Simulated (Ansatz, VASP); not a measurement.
## Two plane-wave programs on LaAl3Ag

```
La Al Ag
1.0
     3.14988   -5.35159    0.00000
     3.14988    5.35159    0.00000
     0.00000    0.00000    6.05736
La Al Ag
2 6 2
Cartesian
  3.1499 2.7574 1.5143
  3.1499 -2.7574 4.5430
  3.1499 -1.6688 1.5143
  3.1499 1.6688 4.5430
  4.5419 0.0000 3.0287
  4.5419 0.0000 0.0000
  1.7579 0.0000 3.0287
  1.7579 0.0000 0.0000
  3.1499 -4.1869 1.5143
  3.1499 4.1869 4.5430
```

Alike in both runs: functional PBE; dispersion D3(BJ); k mesh 6 × 6 × 6; occupations gaussian, width 0.1 eV; no spin polarisation.

Ansatz relaxed the structure, and its values are those at the end. VASP's run is a single point on that final structure, the one shown.

|  | VASP | Ansatz |
| --- | --- | --- |
| version | VASP 6.6.1 | Ansatz 0.2.0 |
| potentials or method | VASP PAW PBE potentials, release 64 (La, Al, Ag), cutoff 520 eV | scalar-relativistic, plane waves, PAW |
| valence electrons in the cell | 62 | 78 |

Ansatz gave:

- gap on the k mesh at the Fermi level (eV): none
- pressure (GPa): 0.0

Q: Estimate VASP's values.

A: gap on the k mesh at the Fermi level (eV): none; pressure (GPa): -0.1.

A gap of «none» marks a metal or a gap that the smearing closes. VASP's potentials hold 62 valence electrons a cell and Ansatz's 78, so a difference there can come from the potentials and not from the codes.

Spin-orbit coupling is off throughout.
